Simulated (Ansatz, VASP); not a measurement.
KF in VASP and in Ansatz

```
K F
1.0
    -0.05408    2.51299    2.51299
     2.51299   -0.05408    2.51299
     2.51299    2.51299   -0.05408
K F
1 1
Direct
  0.00000 0.00000 0.00000
  0.50000 0.50000 0.50000
```

Alike in both runs: task single point; functional LDA; k mesh 8 × 8 × 8; occupations gaussian, width 0.05 eV; no spin polarisation.

|  | VASP | Ansatz |
| --- | --- | --- |
| version | VASP 6.6.1 | Ansatz 0.2.0 |
| potentials or method | VASP PAW LDA potentials, release 64 (K_sv, F), cutoff 520 eV | scalar-relativistic, plane waves, PAW |
| valence electrons in the cell | 16 | 16 |

VASP gave:

- gap on the k mesh at the Fermi level (eV): 6.61
- least direct gap on the mesh (eV): 6.61
- pressure (GPa): 2.7
- traceless stress, the component that is largest in VASP (GPa): 0.23

Task: Which values does Ansatz return?

Result: gap on the k mesh at the Fermi level (eV): 6.64; least direct gap on the mesh (eV): 6.64; pressure (GPa): 2.4; traceless stress, the component that is largest in VASP (GPa): 0.24.

LDA's correlation is that of Perdew and Zunger in VASP and of Perdew and Wang (1992) in Ansatz.
